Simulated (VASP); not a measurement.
Wanted: the native input for a VASP 6.6.1 run.

* Task: single point
* Functional: PBE
* Potentials or basis: VASP PAW PBE potentials, release 64 (In_d, Se)
* Cutoff: 520 eV
* k mesh: 12 × 12 × 5
* Occupations: gaussian, width 0.15 eV
* Spin: no spin polarisation
* Dipole correction: no
* Further INCAR settings: ALGO = Normal; EDIFF = 1e-07; NBANDS = 34

The structure of InSe2 lies in POSCAR:

```
InSe2
1.0
   -3.8873932860      0.0000000000      0.0000000000
    0.0000000000     -3.8873932860      0.0000000000
    0.0000000000      0.0000000000     11.7325349326
In Se
2 4
Direct
    0.0000000000      0.5000000000      0.4607107889
    0.5000000000      0.0000000000      0.1229492316
    0.0000000000      0.5000000000      0.1804964114
    0.5000000000      0.0000000000      0.4031636091
    1.0000000000      0.0000000000      0.7065969378
    0.5000000000      0.5000000000      0.7065969378
```

One way to write it, as run:

INCAR

```
SYSTEM = InSe2
PREC = Accurate
ENCUT = 520
EDIFF = 1E-7
ISMEAR = 0
SIGMA = 0.15
LREAL = .False.
LASPH = .True.
NELM = 80
ALGO = Normal
ISIF = 2
LWAVE = .False.
LCHARG = .False.
GGA = PE
NBANDS = 34
```

KPOINTS

```
regular mesh
0
Gamma
  12 12 5
  0 0 0
```

Potentials or basis: VASP PAW PBE potentials, release 64 (In_d, Se).

Launch:

```bash
$ cat potpaw_PBE.64/In_d/POTCAR potpaw_PBE.64/Se/POTCAR > POTCAR
$ mpirun -np 1 vasp_std > vasp.out
```

It gave:

```json
{"Pressure": "-0.3 GPa", "Largest force": "0.567 eV/Å", "Band gap on the k mesh": "zero (band 25 reaches 3.92 eV, above the bottom of band 26 at 2.09 eV)"}
```

Caveat: spin-orbit coupling is left out, which moves the levels of the heavy elements.

Run time: 9.2 min on 1 thread of AMD EPYC 7R13 Processor (Zen 3) (shared host), peak memory 0.51 GiB.
